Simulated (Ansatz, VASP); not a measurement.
## One calculation of C, two programs

```
C
1.0
     3.75460    0.00000    0.00000
     0.00000    3.75460    0.00000
     0.00000    0.00000    3.75460
C
8
Cartesian
  0.0000 0.0000 0.0000
  1.8773 1.8773 1.8773
  0.9387 0.0000 1.8773
  2.8160 0.0000 1.8773
  1.8773 0.9387 0.0000
  1.8773 2.8160 0.0000
  0.0000 1.8773 0.9387
  0.0000 1.8773 2.8160
```

Alike in both runs: task relaxation of cell and atoms; functional PBEsol; k mesh 7 × 7 × 7; occupations fermi-dirac, width 0.1 eV; no spin polarisation.

|  | VASP | Ansatz |
| --- | --- | --- |
| version | VASP 6.6.1 | Ansatz 0.2.0 |
| potentials or method | VASP PAW PBE potentials, release 64 (C), cutoff 600 eV | plane waves (420 eV) with PAW, scalar-relativistic |
| valence electrons in the cell | 32 | 32 |

```tsv
	VASP	Ansatz	Ansatz less VASP
relaxed volume (Å³/atom)	6.96	6.96	-0.005
relaxed length of the cell vector where the two differ most in proportion (Å)	3.819	3.818	-0.0010
```

VASP's potentials were made for PBE, not for PBEsol, and Ansatz warns of the same on its side.
